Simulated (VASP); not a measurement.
Set up this calculation in VASP 6.6.1, as the native input.

- Task: single point
- Functional: LDA
- Potentials or basis: VASP PAW LDA potentials, release 64 (Zn, O)
- Cutoff: 600 eV
- k mesh: 12 × 12 × 4
- Occupations: gaussian, width 0.01 eV
- Spin: no spin polarisation
- Dipole correction: no
- Further INCAR settings: ALGO = Normal; EDIFF = 1e-06; NBANDS = 26

The structure of ZnO lies in POSCAR:

```
ZnO
1.0
    3.2879671600      0.0000000000      0.0000000000
   -1.6439835800      2.8474630874      0.0000000000
    0.0000000000      0.0000000000      7.1304413500
Zn O
2 2
Direct
    0.0000000000      0.0000000000      0.7500000000
    0.0000000000      0.0000000000      0.2500000000
    0.3333333333      0.6666666667      0.2500000000
    0.6666666667      0.3333333333      0.7500000000
```

The input as run:

INCAR

```
PREC = Accurate
ENCUT = 600
EDIFF = 1E-6
ISMEAR = 0
SIGMA = 0.01
LREAL = False
LASPH = True
NELM = 120
ALGO = Normal
ISIF = 2
LWAVE = False
LCHARG = False
GGA = CA
NBANDS = 26
GGA_COMPAT = False
```

KPOINTS

```
regular mesh
0
Gamma
  12 12 4
```

Potentials or basis: VASP PAW LDA potentials, release 64 (Zn, O).

Launch:

```bash
$ cat potpaw_LDA.64/Zn/POTCAR potpaw_LDA.64/O/POTCAR > POTCAR
$ mpirun -np 1 vasp_std > vasp.out
```

Results of the run:

| Property | Result |
| --- | --- |
| Pressure | -7.6 GPa |
| Band gap on the k mesh | 0.76 eV |

Caveat: the cell stands under tension.

It took 74 s on 1 thread of AMD EPYC 9R45 96-Core Processor (Zen 5), on a shared host, peak memory 0.2 GiB.
